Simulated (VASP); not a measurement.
# CdSe (Cmcm) in VASP: single point with r2SCAN+rVV10

Aim: the single point of CdSe with r2SCAN+rVV10.

Everything below comes from runs of VASP 6.6.1. Logs are shortened: lines on timing, memory, paths and dates and some standing lists are left out, and cuts for length are marked.

**1. The cell of the first run**

Symmetry: Cmcm, No. 63, orthorhombic system. The conventional cell has a = 3.879 Å, b = 12.951 Å, c = 3.932 Å, α = 90.00°, β = 90.00°, γ = 90.00°. Within 3.7 Å of Cd (site symmetry m2m) lie 5 Se at 2.75 to 2.79 Å and 4 Cd at 3.62 Å. Within 3.6 Å of Se (site symmetry m2m) lie 5 Cd at 2.75 to 2.79 Å.

**2. Single point, r2SCAN+rVV10**

The input, POSCAR:

```
CdSe
1.0
    6.3394172940     -1.9393979104      1.3208730178
    6.3394172940      1.9393979104      1.3208730178
   -0.8019206510      0.0000000000      3.8490293589
Cd Se
2 2
Direct
    0.1594407197      0.1594407197      1.2499981447
    0.8405592803      0.8405592803     -0.2499981447
    0.3718281809      0.3718281809      0.2500086649
    0.6281718191      0.6281718191      0.7499913351
```

The input, INCAR.step1:

```
SYSTEM = CdSe
PREC = Accurate
ENCUT = 520
ISMEAR = -1
SIGMA = 0.03
LREAL = .False.
LASPH = .True.
NELM = 80
NBANDS = 26
GGA = PE
ALGO = Normal
EDIFF = 1E-4
LWAVE = .True.
LCHARG = .False.
LUSENCCL = .False.
```

The input, INCAR.step2:

```
SYSTEM = CdSe
PREC = Accurate
ENCUT = 520
EDIFF = 1E-6
ISMEAR = -1
SIGMA = 0.03
LREAL = .False.
LASPH = .True.
NELM = 80
ALGO = Normal
ISIF = 2
LWAVE = .False.
LCHARG = .False.
METAGGA = R2SCAN
LMIXTAU = .True.
LUSE_VDW = .True.
IVDW_NL = 2
BPARAM = 11.95
CPARAM = 0.0093
NBANDS = 26
ISTART = 1
LUSENCCL = .False.
```

The input, KPOINTS:

```
Automatic mesh
0
Gamma
  8 8 8
  0 0 0
```

Potentials or basis: VASP PAW PBE potentials, release 64 (Cd, Se).

On the command line:

```console
$ cat potpaw_PBE.64/Cd/POTCAR potpaw_PBE.64/Se/POTCAR > POTCAR
$ cp INCAR.step1 INCAR
$ mpirun -np 1 vasp_std > vasp.out
$ cp INCAR.step2 INCAR
$ mpirun -np 1 vasp_std > vasp.out
```

OUTCAR:

```text
SYSTEM = CdSe
   PREC = Accurate
   ENCUT = 520
   EDIFF = 1E-6
   ISMEAR = -1
   LREAL = .False.
   LASPH = .True.
   NELM = 80
   ISIF = 2
   METAGGA = R2SCAN
   IVDW_NL = 2
   BPARAM = 11.95
   ISTART = 1

 ion  position               nearest neighbor table
   1  0.159  0.159  0.250-   3 2.75   4 2.79   4 2.79   4 2.79   4 2.79   2 3.62   2 3.62   2 3.62
                             2 3.62
   2  0.841  0.841  0.750-   4 2.75   3 2.79   3 2.79   3 2.79   3 2.79   1 3.62   1 3.62   1 3.62
                             1 3.62
   3  0.372  0.372  0.250-   1 2.75   2 2.79   2 2.79   2 2.79   2 2.79
   4  0.628  0.628  0.750-   2 2.75   1 2.79   1 2.79   1 2.79   1 2.79

  LATTYP: Found a simple monoclinic cell.
 ALAT       =     3.8787958208
 B/A-ratio  =     1.0136340471
 C/A-ratio  =     3.0061862465
 COS(beta)  =    -0.8316184677

  Lattice vectors:

 A1 = (   0.0000000000,  -3.8787958208,   0.0000000000)
 A2 = (   0.8019206510,   0.0000000000,  -3.8490293589)
 A3 = (   6.3394172940,   9.6969895520,   1.3208730178)

Analysis of symmetry for initial positions (statically):
=====================================================================
 Subroutine PRICEL returns:
 Original cell was already a primitive cell.

 Routine SETGRP: Setting up the symmetry group for a
 simple monoclinic supercell.

 Subroutine GETGRP returns: Found  2 space group operations
 (whereof  2 operations were pure point group operations)
 out of a pool of  4 trial point group operations.

The static configuration has the point symmetry S_2 .

Analysis of symmetry for dynamics (positions and initial velocities):
=====================================================================
 Subroutine PRICEL returns:
 Original cell was already a primitive cell.

 Routine SETGRP: Setting up the symmetry group for a
 simple monoclinic supercell.

 Subroutine GETGRP returns: Found  2 space group operations
 (whereof  2 operations were pure point group operations)
 out of a pool of  4 trial point group operations.

The dynamic configuration has the point symmetry S_2 .

 Subroutine INISYM returns: Found  2 space group operations
 (whereof  2 operations are pure point group operations),
 and found     1 'primitive' translations

----------------------------------------------------------------------------------------

                                     Primitive cell

  volume of cell :      98.7535

  direct lattice vectors                    reciprocal lattice vectors
     6.339417294 -1.939397910  1.320873018     0.075590215 -0.257811972  0.015748738
     6.339417294  1.939397910  1.320873018     0.075590215  0.257811972  0.015748738
    -0.801920651  0.000000000  3.849029359    -0.051880652  0.000000000  0.248996759

  length of vectors
     6.759747141  6.759747141  3.931679506     0.269126209  0.269126209  0.254344231

  position of ions in fractional coordinates (direct lattice)
     0.159440720  0.159440720  0.249998145
     0.840559280  0.840559280  0.750001855
     0.371828181  0.371828181  0.250008665
     0.628171819  0.628171819  0.749991335

  ion indices of the primitive-cell ions
   primitive index   ion index
                 1           1
                 2           2
                 3           3
                 4           4

----------------------------------------------------------------------------------------

 KPOINTS: Automatic mesh

Automatic generation of k-mesh.
 Grid dimensions read from file:
 generate k-points for:    8    8    8

 Generating k-lattice:

  Cartesian coordinates                     Fractional coordinates (reciprocal lattice)
     0.009448777 -0.032226497  0.001968592     0.125000000  0.000000000 -0.000000000
     0.009448777  0.032226497  0.001968592     0.000000000  0.125000000 -0.000000000
    -0.006485081  0.000000000  0.031124595     0.000000000  0.000000000  0.125000000

  Length of vectors
     0.033640776  0.033640776  0.031793029

  Shift w.r.t. Gamma in fractional coordinates (k-lattice)
     0.000000000  0.000000000  0.000000000

 Subroutine IBZKPT returns following result:
 ===========================================

 Found    260 irreducible k-points:

 Following reciprocal coordinates:
            Coordinates               Weight
  0.000000  0.000000  0.000000      1.000000
  0.125000  0.000000  0.000000      2.000000
  0.000000 -0.125000  0.000000      2.000000
  0.250000  0.000000  0.000000      2.000000
  0.000000 -0.250000  0.000000      2.000000
  0.375000  0.000000  0.000000      2.000000
[... 16 lines left out ...]
  0.375000  0.250000  0.000000      2.000000
 -0.250000 -0.375000  0.000000      2.000000
 [... further k-points ...]
   k-points           NKPTS =    260   k-points in BZ     NKDIM =    260   number of bands    NBANDS=     26
   number of dos      NEDOS =    301   number of ions     NIONS =      4
   total plane-waves  NPLWV =  75000
   dimension x,y,z NGX =    50 NGY =   50 NGZ =   30
   dimension x,y,z NGXF=   100 NGYF=  100 NGZF=   60
   ions per type =               2   2
   NGX,Y,Z   is equivalent  to a cutoff of  12.30, 12.30, 12.69 a.u.
   NGXF,Y,Z  is equivalent  to a cutoff of  24.59, 24.59, 25.37 a.u.
 SYSTEM =  CdSe
   PREC   = accura    normal or accurate (medium, high low for compatibility)
   ISTART =      1    job   : 0-new  1-cont  2-samecut
   ICHARG =      0    charge: 1-file 2-atom 10-const
   ISPIN  =      1    spin polarized calculation?
   LNONCOLLINEAR =      F non collinear calculations
   LSORBIT =      F    spin-orbit coupling
   LASPH  =      T    aspherical Exc in radial PAW
   ENCUT  =  520.0 eV  38.22 Ry    6.18 a.u.  12.57 12.57  7.31*2*pi/ulx,y,z
   NELM   =     80;   NELMIN=  2; NELMDL=  0     # of ELM steps
   EDIFF  = 0.1E-05   stopping-criterion for ELM
   LREAL  =      F    real-space projection
   EDIFFG = 0.1E-04   stopping-criterion for IOM
   NSW    =      0    number of steps for IOM
   IBRION =     -1    ionic relax: 0-MD 1-quasi-New 2-CG
   NFREE  =      0    steps in history (QN), initial steepest desc. (CG)
   ISIF   =      2    stress and relaxation
   ISYM   =      2    0-nonsym 1-usesym 2-fastsym
   POTIM  = 0.5000    time-step for ionic-motion
   TEBEG  =    0.0;   TEEND  =   0.0 temperature during run
   PSTRESS=    0.0 pullay stress
   NELECT =      36.0000    total number of electrons
   NUPDOWN=      -1.0000    fix difference up-down
   EMIN   =  10.00;   EMAX   =-10.00  energy-range for DOS
   EFERMI =   0.00;   METHOD = LEGACY
   ISMEAR =    -1;   SIGMA  =   0.03  broadening in eV -4-tet -1-fermi 0-gaus
   EFERMI_NEDOS =   21; number of points for ismear=-14 and -15
   IALGO  =     38    algorithm
   IMIX   =      4    mixing-type and parameters
     AMIX     =   0.40;   BMIX     =  1.00
     AMIX_MAG =   1.60;   BMIX_MAG =  1.00
  volume/ion in A,a.u.               =      24.69       166.61
  Fermi-wavevector in a.u.,A,eV,Ry     =   1.169476  2.209990 18.608350  1.367675
  Thomas-Fermi vector in A             =   2.305949
   LORBIT       =      0    0 simple, 1 ext, 2 COOP (PROOUT), +10 PAW based schemes
   METAGGA = R2SCAN    functional components
   LHFCALC =     F    Hartree Fock is set to
   AEXX    =    0.0000 exact exchange contribution
   IVDW_NL    =     2    kernel type
   BPARAM     =11.9500
   IVDW    =     0    specifies the selected vdW correction
   LEPSILON=     F    determine dielectric tensor
   LRPA    =     F    only Hartree local field effects (RPA)
 non-spin polarized calculation
  energy-cutoff  :      520.00
  volume of cell :       98.75
 maximum number of plane-waves:      2681
   NGX = 25   NGY = 25   NGZ = 15

 number of electron      36.0000007 magnetization

 Free energy of the ion-electron system (eV)
  ---------------------------------------------------
  ext. energy  EPLUGINS =         0.00000000
  ---------------------------------------------------
  free energy    TOTEN  =       -69.92371758 eV

  energy without entropy =      -69.92370092  energy(sigma->0) =      -69.92370925

 E-fermi :   2.2359     XC(G=0): -10.2522

 val. band max:        2.0323344646   @ k =  -0.2500   0.2500   0.0000
 cond. band min:       2.3729573967   @ k =   0.0000   0.0000   0.0000
 fundamental gap:      0.3406229320
 Fermi energy:         2.2358985207

 k-point     1 :       0.0000    0.0000    0.0000
  band No.  band energies     occupation
      1     -11.6513      2.00000
      2     -11.0597      2.00000
      3      -6.6666      2.00000
      4      -6.5347      2.00000
      5      -6.5202      2.00000
      6      -6.5162      2.00000
[... 18 lines left out ...]
     25      11.0069      0.00000
     26      11.1413      0.00000

 k-point     2 :       0.1250    0.0000    0.0000
  band No.  band energies     occupation
      1     -11.5597      2.00000
      2     -10.9999      2.00000
      3      -6.6513      2.00000
      4      -6.5932      2.00000
      5      -6.5348      2.00000
      6      -6.5224      2.00000
[... 18 lines left out ...]
     25      10.2650      0.00000
     26      11.1836      0.00000

 k-point     3 :       0.0000   -0.1250    0.0000
  band No.  band energies     occupation
      1     -11.5597      2.00000
      2     -10.9999      2.00000
      3      -6.6513      2.00000
      4      -6.5932      2.00000
      5      -6.5348      2.00000
      6      -6.5224      2.00000
[... 18 lines left out ...]
     25      10.2650      0.00000
     26      11.1836      0.00000

 k-point     4 :       0.2500    0.0000    0.0000
  band No.  band energies     occupation
      1     -11.3151      2.00000
      2     -10.8498      2.00000
      3      -6.7057      2.00000
      4      -6.6390      2.00000
      5      -6.6314      2.00000
      6      -6.6036      2.00000
[... 18 lines left out ...]
     25      10.1077      0.00000
     26      10.2086      0.00000
[... 496 lines left out ...]
      1     -11.5730      2.00000
      2     -11.1408      2.00000
      3      -6.6668      2.00000
      4      -6.5356      2.00000
      5      -6.5184      2.00000
      6      -6.5087      2.00000
[... 18 lines left out ...]
     25      10.7323      0.00000
     26      10.8581      0.00000

 k-point    23 :       0.3750    0.2500    0.0000
  band No.  band energies     occupation
      1     -11.4486      2.00000
      2     -11.1141      2.00000
      3      -6.6517      2.00000
      4      -6.5968      2.00000
      5      -6.5361      2.00000
      6      -6.5288      2.00000
[... 18 lines left out ...]
     25      10.6613      0.00000
     26      11.2417      0.00000

 k-point    24 :      -0.2500   -0.3750    0.0000
  band No.  band energies     occupation
      1     -11.4486      2.00000
      2     -11.1141      2.00000
      3      -6.6517      2.00000
      4      -6.5968      2.00000
      5      -6.5361      2.00000
      6      -6.5288      2.00000
[... 18 lines left out ...]
     25      10.6613      0.00000
     26      11.2417      0.00000

 [... further k-points ...]

------------------------ aborting loop because EDIFF is reached ----------------------------------------

  FORCE on cell =-STRESS in cart. coord.  units (eV):
  Direction    XX          YY          ZZ          XY          YZ          ZX
  --------------------------------------------------------------------------------------
  -------------------------------------------------------------------------------------
  Total        0.2704845      0.3331980      0.3446453     -0.0000000      0.0000001     -0.0166175
  in kB        4.3883414      5.4058061      5.5915257     -0.0000006      0.0000010     -0.2696020
  external PRESSURE =       5.1285577 kB  Pullay stress =       0.0000000 kB

 VOLUME and BASIS-vectors are now :
 -----------------------------------------------------------------------------
  energy-cutoff  :      520.00
  volume of cell :       98.75
      direct lattice vectors                 reciprocal lattice vectors
     6.339417294 -1.939397910  1.320873018     0.075590215 -0.257811972  0.015748738
     6.339417294  1.939397910  1.320873018     0.075590215  0.257811972  0.015748738
    -0.801920651  0.000000000  3.849029359    -0.051880652  0.000000000  0.248996759

 POSITION                                       TOTAL-FORCE (eV/Angst)
 -----------------------------------------------------------------------------------
      1.82104      0.00000      1.38345        -0.023449      0.000000     -0.004966
     10.05587      0.00000      5.10732         0.023449     -0.000000      0.004966
      4.51386      0.00000      1.94457         0.050082      0.000000      0.010249
      7.36305      0.00000      4.54621        -0.050082     -0.000000     -0.010249
 -----------------------------------------------------------------------------------
    total drift:                                0.000000      0.000000     -0.000000

  FREE ENERGIE OF THE ION-ELECTRON SYSTEM (eV)
  ---------------------------------------------------
  free  energy   TOTEN  =       -69.9237175755 eV

  energy  without entropy=      -69.9237009194  energy(sigma->0) =      -69.92370925
```

Wall time 15 min (1 × NVIDIA H100 80GB with 1 thread of AMD EPYC 7R13 (Zen 3), shared host); peak memory 1.8 GiB.

Results:

| Item | Value |
| --- | --- |
| Free energy | -69.9237 eV |
| Pressure | 0.5 GPa |
| Largest force | 0.051 eV/Å |
| Band gap on the k mesh | 0.34 eV (least direct gap 0.99 eV) |

Forces on the atoms (eV/Å):
```
Cd  -0.023  0.000 -0.005
Cd   0.023  0.000  0.005
Se   0.050  0.000  0.010
Se  -0.050  0.000 -0.010
```

Stress tensor (GPa, compression positive):
```
 0.44  0.00 -0.03
 0.00  0.54  0.00
-0.03  0.00  0.56
```

Levels at points of the mesh, in eV from the valence-band top:
| k point | band 14 | band 15 | band 16 | band 17 | band 18 | band 19 | band 20 | band 21 | band 22 | band 23 |
| --- | --- | --- | --- | --- | --- | --- | --- | --- | --- | --- |
| (0.00, 0.00, 0.00) | -2.19 | -1.79 | -1.22 | -1.06 | -0.65 | 0.34 | 0.98 | 6.35 | 6.53 | 8.17 |
| (0.50, 0.00, 0.00) | -4.80 | -2.02 | -1.31 | -0.30 | 0.00 | 3.74 | 3.96 | 4.79 | 5.24 | 5.88 |
| (0.00, 0.50, 0.00) | -4.80 | -2.02 | -1.31 | -0.30 | 0.00 | 3.74 | 3.96 | 4.79 | 5.24 | 5.88 |
| (0.50, 0.50, 0.00) | -2.13 | -2.02 | -1.92 | -1.38 | -0.97 | 1.04 | 1.84 | 5.35 | 6.43 | 6.44 |
| (0.00, 0.00, 0.50) | -4.82 | -2.24 | -2.24 | -0.09 | -0.09 | 4.49 | 4.49 | 5.48 | 5.48 | 6.19 |
| (0.50, 0.00, 0.50) | -4.33 | -3.13 | -3.13 | -2.30 | -2.30 | 0.64 | 0.64 | 5.33 | 5.33 | 7.52 |
| (0.00, 0.50, 0.50) | -4.33 | -3.13 | -3.13 | -2.30 | -2.30 | 0.64 | 0.64 | 5.33 | 5.33 | 7.52 |
| (0.50, 0.50, 0.50) | -5.21 | -1.08 | -1.08 | -0.12 | -0.12 | 3.20 | 3.20 | 5.07 | 5.07 | 6.47 |

Caveat: semilocal functionals underestimate gaps, and a narrow one can read as zero; the PAW data sets were made with another functional, which shifts forces and pressure a little. A k mesh can miss the band edges.
